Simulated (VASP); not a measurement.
Write the native input for VASP 6.6.1 that does the following.

| Item | Value |
| --- | --- |
| Task | electric field gradients |
| Functional | LDA |
| Potentials or basis | VASP PAW LDA potentials, release 64 (Zr_sv, N) |
| Cutoff | 520 eV |
| k mesh | 9 × 9 × 9 |
| Occupations | fermi-dirac, width 0.03 eV |
| Spin | no spin polarisation |
| Dipole correction | no |
| Further INCAR settings | ALGO = Normal; EDIFF = 1e-08; NBANDS = 16 |

The structure of ZrN lies in POSCAR:

```
ZrN
1.0
    0.0000000000      2.2375999771      2.2375999771
    2.2375999771      0.0000000000      2.2375999771
    2.2375999771      2.2375999771      0.0000000000
Zr N
1 1
Direct
    0.0000000000      0.0000000000      0.0000000000
    0.5000000000      0.5000000000      0.5000000000
```

This cell differs from its parent crystal: volume scaled by 0.94.

One way to write it, as run:

INCAR

```
SYSTEM = ZrN
PREC     = Accurate       ! precision mode
ENCUT    = 520            ! plane-wave cutoff, eV
EDIFF    = 1E-8           ! SCF threshold, eV
ISMEAR   = -1             ! smearing method
SIGMA    = 0.03           ! smearing width, eV
LREAL    = .False.        ! projectors in reciprocal space
LASPH    = .True.         ! aspherical terms in the spheres
NELM     = 120            ! most SCF steps
ALGO     = Normal         ! electronic algorithm
ISIF     = 2              ! what is computed and relaxed
LWAVE    = .False.        ! write WAVECAR
LCHARG   = .False.        ! write CHGCAR
LEFG     = .True.       
NBANDS   = 16             ! bands
GGA_COMPAT= .False.
```

KPOINTS

```
Automatic mesh
0
Gamma
  9 9 9
  0 0 0
```

Potentials or basis: VASP PAW LDA potentials, release 64 (Zr_sv, N).

Launch:

```sh
$ cat potpaw_LDA.64/Zr_sv/POTCAR potpaw_LDA.64/N/POTCAR > POTCAR
$ mpirun -np 1 vasp_std > vasp.out
```

Results of the run:

```json
{"Pressure": "10.9 GPa"}
```

Caveat: without QUAD_EFG the Cq values of the log hold for a quadrupole moment of 1 mb, not for the nuclei.

Run time: 18 s on 1 thread of Intel Xeon 8259CL (shared host), peak memory 0.13 GiB.
